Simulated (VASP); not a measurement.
# KZnCl3 (Pm-3m) in VASP: a series of runs

KZnCl3 is run at these levels: PBE, r2SCAN; tasks: single point.

Everything below comes from runs of VASP 6.6.1. Logs are shortened: lines on timing, memory, paths and dates and some standing lists are left out, and cuts for length are marked.

### Step 1. The cell of the first run

It takes space group Pm-3m (No. 221, cubic). The conventional cell has a = 5.047 Å, b = 5.047 Å, c = 5.047 Å, α = 90.00°, β = 90.00°, γ = 90.00°. K (site symmetry m-3m) has 12 Cl at 3.57 Å and 8 Zn at 4.37 Å within 4.7 Å. Within 3.3 Å of Zn (site symmetry m-3m) lie 6 Cl at 2.52 Å. Within 3.3 Å of Cl (site symmetry 4/mmm) lie 2 Zn at 2.52 Å.

### Step 2. Single point, PBE (strain +3.0%)

The input, INCAR:

```
SYSTEM = KZnCl3
  ALGO = Normal
  EDIFF = 1E-7
  ENCUT = 520
  GGA = PE
  ISIF = 2
  ISMEAR = -1
  LASPH = .TRUE.
  LCHARG = .TRUE.
  LELF = .TRUE.
  LREAL = .FALSE.
  LVHAR = .TRUE.
  LWAVE = .FALSE.
  NBANDS = 29
  NELM = 60
  PREC = Accurate
  SIGMA = 0.02
```

The input, KPOINTS:

```
k-points
0
G
  6 6 6
  0 0 0
```

The input, POSCAR:

```
KZnCl3
1.0
    5.0471185334      0.0000000000      0.0000000000
    0.0000000000      5.0471185334      0.0000000000
    0.0000000000      0.0000000000      5.0471185334
K Zn Cl
1 1 3
Direct
    0.0000000000      0.0000000000      0.0000000000
    0.5000000000      0.5000000000      0.5000000000
    0.5000000000      0.5000000000      0.0000000000
    0.5000000000      0.0000000000      0.5000000000
    0.0000000000      0.5000000000      0.5000000000
```

Potentials or basis: VASP PAW PBE potentials, release 64 (K_sv, Zn, Cl).

On the command line:

```bash
cat potpaw_PBE.64/K_sv/POTCAR potpaw_PBE.64/Zn/POTCAR potpaw_PBE.64/Cl/POTCAR > POTCAR
mpirun -np 1 vasp_std > vasp.out
```

OUTCAR:

```text
SYSTEM = KZnCl3
   EDIFF = 1E-7
   ENCUT = 520
   GGA = PE
   ISIF = 2
   ISMEAR = -1
   LASPH = .TRUE.
   LREAL = .FALSE.
   NELM = 60
   PREC = Accurate

 ion  position               nearest neighbor table
   1  0.000  0.000  0.000-
   2  0.500  0.500  0.500-   3 2.52   4 2.52   5 2.52   3 2.52   4 2.52   5 2.52
   3  0.500  0.500  0.000-   2 2.52   2 2.52
   4  0.500  0.000  0.500-   2 2.52   2 2.52
   5  0.000  0.500  0.500-   2 2.52   2 2.52

  LATTYP: Found a simple cubic cell.
 ALAT       =     5.0471185334

  Lattice vectors:

 A1 = (   5.0471185334,   0.0000000000,   0.0000000000)
 A2 = (   0.0000000000,   5.0471185334,   0.0000000000)
 A3 = (   0.0000000000,   0.0000000000,   5.0471185334)

Analysis of symmetry for initial positions (statically):
=====================================================================
 Subroutine PRICEL returns:
 Original cell was already a primitive cell.

 Routine SETGRP: Setting up the symmetry group for a
 simple cubic supercell.

 Subroutine GETGRP returns: Found 48 space group operations
 (whereof 48 operations were pure point group operations)
 out of a pool of 48 trial point group operations.

The static configuration has the point symmetry O_h .

Analysis of symmetry for dynamics (positions and initial velocities):
=====================================================================
 Subroutine PRICEL returns:
 Original cell was already a primitive cell.

 Routine SETGRP: Setting up the symmetry group for a
 simple cubic supercell.

 Subroutine GETGRP returns: Found 48 space group operations
 (whereof 48 operations were pure point group operations)
 out of a pool of 48 trial point group operations.

The dynamic configuration has the point symmetry O_h .

 Subroutine INISYM returns: Found 48 space group operations
 (whereof 48 operations are pure point group operations),
 and found     1 'primitive' translations

----------------------------------------------------------------------------------------

                                     Primitive cell

  volume of cell :     128.5673

  direct lattice vectors                    reciprocal lattice vectors
     5.047118533  0.000000000  0.000000000     0.198132854  0.000000000  0.000000000
     0.000000000  5.047118533  0.000000000     0.000000000  0.198132854  0.000000000
     0.000000000  0.000000000  5.047118533     0.000000000  0.000000000  0.198132854

  length of vectors
     5.047118533  5.047118533  5.047118533     0.198132854  0.198132854  0.198132854

  position of ions in fractional coordinates (direct lattice)
     0.000000000  0.000000000  0.000000000
     0.500000000  0.500000000  0.500000000
     0.500000000  0.500000000  0.000000000
     0.500000000  0.000000000  0.500000000
     0.000000000  0.500000000  0.500000000

  ion indices of the primitive-cell ions
   primitive index   ion index
                 1           1
                 2           2
                 3           3
                 4           4
                 5           5

----------------------------------------------------------------------------------------

 KPOINTS: k-points

Automatic generation of k-mesh.
 Grid dimensions read from file:
 generate k-points for:    6    6    6

 Generating k-lattice:

  Cartesian coordinates                     Fractional coordinates (reciprocal lattice)
     0.033022142  0.000000000  0.000000000     0.166666667  0.000000000  0.000000000
     0.000000000  0.033022142  0.000000000     0.000000000  0.166666667  0.000000000
     0.000000000  0.000000000  0.033022142     0.000000000  0.000000000  0.166666667

  Length of vectors
     0.033022142  0.033022142  0.033022142

  Shift w.r.t. Gamma in fractional coordinates (k-lattice)
     0.000000000  0.000000000  0.000000000

 Subroutine IBZKPT returns following result:
 ===========================================

 Found     20 irreducible k-points:

 Following reciprocal coordinates:
            Coordinates               Weight
  0.000000  0.000000  0.000000      1.000000
  0.166667  0.000000  0.000000      6.000000
  0.333333  0.000000  0.000000      6.000000
  0.500000  0.000000  0.000000      3.000000
  0.166667  0.166667  0.000000     12.000000
  0.333333  0.166667  0.000000     24.000000
[... 12 lines left out ...]
  0.500000  0.500000  0.333333      6.000000
  0.500000  0.500000  0.500000      1.000000
   k-points           NKPTS =     20   k-points in BZ     NKDIM =     20   number of bands    NBANDS=     29
   number of dos      NEDOS =    301   number of ions     NIONS =      5
   total plane-waves  NPLWV =  64000
   dimension x,y,z NGX =    40 NGY =   40 NGZ =   40
   dimension x,y,z NGXF=    80 NGYF=   80 NGZF=   80
   ions per type =               1   1   3
   NGX,Y,Z   is equivalent  to a cutoff of  13.18, 13.18, 13.18 a.u.
   NGXF,Y,Z  is equivalent  to a cutoff of  26.35, 26.35, 26.35 a.u.
 SYSTEM =  KZnCl3
   PREC   = accura    normal or accurate (medium, high low for compatibility)
   ISTART =      0    job   : 0-new  1-cont  2-samecut
   ICHARG =      2    charge: 1-file 2-atom 10-const
   ISPIN  =      1    spin polarized calculation?
   LNONCOLLINEAR =      F non collinear calculations
   LSORBIT =      F    spin-orbit coupling
   LASPH  =      T    aspherical Exc in radial PAW
   ENCUT  =  520.0 eV  38.22 Ry    6.18 a.u.   9.38  9.38  9.38*2*pi/ulx,y,z
   NELM   =     60;   NELMIN=  2; NELMDL= -5     # of ELM steps
   EDIFF  = 0.1E-06   stopping-criterion for ELM
   LREAL  =      F    real-space projection
   EDIFFG = 0.1E-05   stopping-criterion for IOM
   NSW    =      0    number of steps for IOM
   IBRION =     -1    ionic relax: 0-MD 1-quasi-New 2-CG
   NFREE  =      0    steps in history (QN), initial steepest desc. (CG)
   ISIF   =      2    stress and relaxation
   ISYM   =      2    0-nonsym 1-usesym 2-fastsym
   POTIM  = 0.5000    time-step for ionic-motion
   TEBEG  =    0.0;   TEEND  =   0.0 temperature during run
   PSTRESS=    0.0 pullay stress
   NELECT =      42.0000    total number of electrons
   NUPDOWN=      -1.0000    fix difference up-down
   EMIN   =  10.00;   EMAX   =-10.00  energy-range for DOS
   EFERMI =   0.00;   METHOD = LEGACY
   ISMEAR =    -1;   SIGMA  =   0.02  broadening in eV -4-tet -1-fermi 0-gaus
   EFERMI_NEDOS =   21; number of points for ismear=-14 and -15
   IALGO  =     38    algorithm
   IMIX   =      4    mixing-type and parameters
     AMIX     =   0.40;   BMIX     =  1.00
     AMIX_MAG =   1.60;   BMIX_MAG =  1.00
  volume/ion in A,a.u.               =      25.71       173.52
  Fermi-wavevector in a.u.,A,eV,Ry     =   1.127494  2.130656 17.296322  1.271244
  Thomas-Fermi vector in A             =   2.264181
   LORBIT       =      0    0 simple, 1 ext, 2 COOP (PROOUT), +10 PAW based schemes
   GGA     = PE    functional components
   LHFCALC =     F    Hartree Fock is set to
   AEXX    =    0.0000 exact exchange contribution
   IVDW    =     0    specifies the selected vdW correction
   LEPSILON=     F    determine dielectric tensor
   LRPA    =     F    only Hartree local field effects (RPA)
 non-spin polarized calculation
  energy-cutoff  :      520.00
  volume of cell :      128.57
 maximum number of plane-waves:      3489
 NGX is ok and might be reduce to    40
   NGX = 19   NGY = 19   NGZ = 19

 number of electron      42.0000025 magnetization

 Free energy of the ion-electron system (eV)
  ---------------------------------------------------
  ext. energy  EPLUGINS =         0.00000000
  ---------------------------------------------------
  free energy    TOTEN  =       -14.64112496 eV

  energy without entropy =      -14.64112496  energy(sigma->0) =      -14.64112496

 E-fermi :  -0.0766     XC(G=0):  -8.3724

 val. band max:       -0.5154875828   @ k =   0.5000   0.5000   0.5000
 cond. band min:       0.7968408044   @ k =   0.0000   0.0000   0.0000
 fundamental gap:      1.3123283872
 Fermi energy:        -0.0766352583

 k-point     1 :       0.0000    0.0000    0.0000
  band No.  band energies     occupation
      1     -28.4700      2.00000
      2     -14.1711      2.00000
      3     -13.3520      2.00000
      4     -13.3520      2.00000
      5     -11.9399      2.00000
      6     -11.9399      2.00000
[... 21 lines left out ...]
     28       7.5674      0.00000
     29      10.7530      0.00000

 k-point     2 :       0.1667    0.0000    0.0000
  band No.  band energies     occupation
      1     -28.4699      2.00000
      2     -14.1287      2.00000
      3     -13.3963      2.00000
      4     -13.3502      2.00000
      5     -11.9390      2.00000
      6     -11.9390      2.00000
[... 21 lines left out ...]
     28       7.8096      0.00000
     29      10.3979      0.00000

 k-point     3 :       0.3333    0.0000    0.0000
  band No.  band energies     occupation
      1     -28.4696      2.00000
      2     -14.0249      2.00000
      3     -13.5022      2.00000
      4     -13.3466      2.00000
      5     -11.9371      2.00000
      6     -11.9371      2.00000
[... 21 lines left out ...]
     28       8.4667      0.00000
     29       8.8222      0.00000

 k-point     4 :       0.5000    0.0000    0.0000
  band No.  band energies     occupation
      1     -28.4695      2.00000
      2     -13.9537      2.00000
      3     -13.5737      2.00000
      4     -13.3448      2.00000
      5     -11.9361      2.00000
      6     -11.9361      2.00000
[... 469 lines left out ...]
     28       8.9837      0.00000
     29       9.0204      0.00000

 k-point    19 :       0.5000    0.5000    0.3333
  band No.  band energies     occupation
      1     -28.4686      2.00000
      2     -13.5769      2.00000
      3     -13.5622      2.00000
      4     -13.5622      2.00000
      5     -11.9505      2.00000
      6     -11.9471      2.00000
[... 21 lines left out ...]
     28       8.6158      0.00000
     29       9.0264      0.00000

 k-point    20 :       0.5000    0.5000    0.5000
  band No.  band energies     occupation
      1     -28.4685      2.00000
      2     -13.5539      2.00000
      3     -13.5539      2.00000
      4     -13.5539      2.00000
      5     -11.9565      2.00000
      6     -11.9565      2.00000
[... 21 lines left out ...]
     28       8.6014      0.00000
     29       8.6014      0.00000

------------------------ aborting loop because EDIFF is reached ----------------------------------------

  FORCE on cell =-STRESS in cart. coord.  units (eV):
  Direction    XX          YY          ZZ          XY          YZ          ZX
  --------------------------------------------------------------------------------------
  -------------------------------------------------------------------------------------
  Total       -1.2169315     -1.2169315     -1.2169315      0.0000000      0.0000000      0.0000000
  in kB      -15.1651328    -15.1651328    -15.1651328      0.0000000      0.0000000      0.0000000
  external PRESSURE =     -15.1651328 kB  Pullay stress =       0.0000000 kB

 VOLUME and BASIS-vectors are now :
 -----------------------------------------------------------------------------
  energy-cutoff  :      520.00
  volume of cell :      128.57
      direct lattice vectors                 reciprocal lattice vectors
     5.047118533  0.000000000  0.000000000     0.198132854  0.000000000  0.000000000
     0.000000000  5.047118533  0.000000000     0.000000000  0.198132854  0.000000000
     0.000000000  0.000000000  5.047118533     0.000000000  0.000000000  0.198132854

 POSITION                                       TOTAL-FORCE (eV/Angst)
 -----------------------------------------------------------------------------------
      0.00000      0.00000      0.00000         0.000000      0.000000      0.000000
      2.52356      2.52356      2.52356         0.000000      0.000000      0.000000
      2.52356      2.52356      0.00000         0.000000      0.000000      0.000000
      2.52356      0.00000      2.52356         0.000000      0.000000      0.000000
      0.00000      2.52356      2.52356         0.000000      0.000000      0.000000
 -----------------------------------------------------------------------------------
    total drift:                               -0.000000      0.000000     -0.000000

  FREE ENERGIE OF THE ION-ELECTRON SYSTEM (eV)
  ---------------------------------------------------
  free  energy   TOTEN  =       -14.6411249576 eV

  energy  without entropy=      -14.6411249575  energy(sigma->0) =      -14.64112496
```

It took 40 s on 1 thread of Intel Xeon 6975P-C (Granite Rapids), shared host; peak memory 0.27 GiB.

Results:

| Property | Result |
| --- | --- |
| Free energy | -14.6411 eV |
| Pressure | -1.5 GPa |
| Band gap on the k mesh | 1.31 eV (least direct gap 1.77 eV) |

Caveat: the cell differs from its parent crystal (strain +3.0%).

### Step 3. Single point, r2SCAN

This run uses another cell than the first one, of 23.53 Å³/atom.

Changes to POSCAR since step 2:

```diff
@@ -2,5 +2,5 @@
 1.0
-    5.0471185334      0.0000000000      0.0000000000
-    0.0000000000      5.0471185334      0.0000000000
-    0.0000000000      0.0000000000      5.0471185334
+    4.9001150810      0.0000000000      0.0000000000
+    0.0000000000      4.9001150810      0.0000000000
+    0.0000000000      0.0000000000      4.9001150810
 K Zn Cl
```

The input, INCAR.step1:

```
SYSTEM = KZnCl3
PREC = Accurate
ENCUT = 520
ISMEAR = 0
SIGMA = 0.01
LREAL = .FALSE.
LASPH = .TRUE.
NELM = 60
NBANDS = 29
GGA = PE
ALGO = Normal
EDIFF = 1E-4
LWAVE = .TRUE.
LCHARG = .FALSE.
```

The input, INCAR.step2:

```
SYSTEM = KZnCl3
PREC = Accurate
ENCUT = 520
EDIFF = 1E-6
ISMEAR = 0
SIGMA = 0.01
LREAL = .FALSE.
LASPH = .TRUE.
NELM = 60
ALGO = Normal
ISIF = 2
LWAVE = .FALSE.
LCHARG = .FALSE.
METAGGA = R2SCAN
LMIXTAU = .TRUE.
NBANDS = 29
ISTART = 1
```

The input, KPOINTS:

```
regular mesh
0
G
  6 6 6
  0 0 0
```

Potentials or basis: VASP PAW PBE potentials, release 64 (K_sv, Zn, Cl).

On the command line:

```bash
cat potpaw_PBE.64/K_sv/POTCAR potpaw_PBE.64/Zn/POTCAR potpaw_PBE.64/Cl/POTCAR > POTCAR
cp INCAR.step1 INCAR
mpirun -np 1 vasp_std > vasp.out
cp INCAR.step2 INCAR
mpirun -np 1 vasp_std > vasp.out
```

Run time: 86 s. Hardware: 1 thread of Intel Xeon 6975P-C (Granite Rapids), shared host; peak memory 0.25 GiB.

It converged, with:

```yaml
Free_energy: -41.4092 eV
Pressure: 0.0 GPa
Band_gap_on_the_k_mesh: 2.27 eV (least direct gap 2.79 eV)
```

Levels at points of the mesh, in eV from the valence-band top:
```
           k point  band 17  band 18  band 19  band 20  band 21  band 22  band 23  band 24  band 25  band 26
(0.00, 0.00, 0.00)    -0.84    -0.84    -0.52    -0.52    -0.52     2.27     6.28     7.65     7.65     8.64
(0.50, 0.00, 0.00)    -1.09    -1.09    -1.09    -0.69    -0.69     5.19     8.20     8.42     9.21     9.58
(0.50, 0.50, 0.00)    -1.33    -1.14    -1.14    -0.05    -0.02     7.24     8.30     8.30     9.42     9.88
(0.50, 0.50, 0.50)    -0.04    -0.04     0.00     0.00     0.00     7.15     7.15     7.15     7.49     9.55
```

Caveat: the PAW data sets were made with another functional, which shifts forces and pressure a little. A k mesh can miss the band edges.

[end of part 1 of 2]
